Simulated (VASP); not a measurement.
Crystal: Ru.

```
Ru
1.0
     2.70580    0.00000    0.00000
    -1.35290    2.34329    0.00000
     0.00000    0.00000    4.28190
Ru
2
Direct
  0.66667 0.33333 0.75000
  0.33333 0.66667 0.25000
```

* Program: VASP 6.6.1
* Task: relaxation of cell and atoms
* Functional: RPBE
* Potentials or basis: VASP PAW PBE potentials, release 64 (Ru_pv)
* Cutoff: 600 eV
* k mesh: 11 × 11 × 6
* Occupations: fermi-dirac, width 0.05 eV
* Spin: no spin polarisation

At the start: pressure 8.9 GPa; volume 13.57 Å³/atom.

**Question.** How do energy, volume and symmetry change on relaxing?

**Answer.** Over 6 steps the energy falls by 10.5 meV/atom and the volume is 13.96 Å³/atom (+2.9 %); space group P6_3/mmc (No. 194, to 0.05 Å).

The path:
| step | energy change (eV) | largest force (eV/Å) | pressure (GPa) | volume (Å³) |
| --- | --- | --- | --- | --- |
| 1 | 0.0000 | 0.0000 | 8.95 | 27.15 |
| 2 | 0.1309 | 0.0000 | -19.36 | 30.24 |
| 3 | -0.0209 | 0.0000 | -0.26 | 27.95 |
| 4 | -0.0209 | 0.0000 | 0.00 | 27.92 |
| 5 | -0.0209 | 0.0000 | -0.03 | 27.93 |
| 6 | -0.0209 | 0.0000 | -0.02 | 27.92 |

Final structure:
```
CELL_PARAMETERS angstrom
2.73229 0.00000 0.00000
-1.36615 2.36623 0.00000
0.00000 0.00000 4.31925
ATOMIC_POSITIONS crystal
Ru 0.66667 0.33333 0.75000
Ru 0.33333 0.66667 0.25000
```

Caveat: the PAW data sets were made with another functional, which shifts forces and pressure a little.
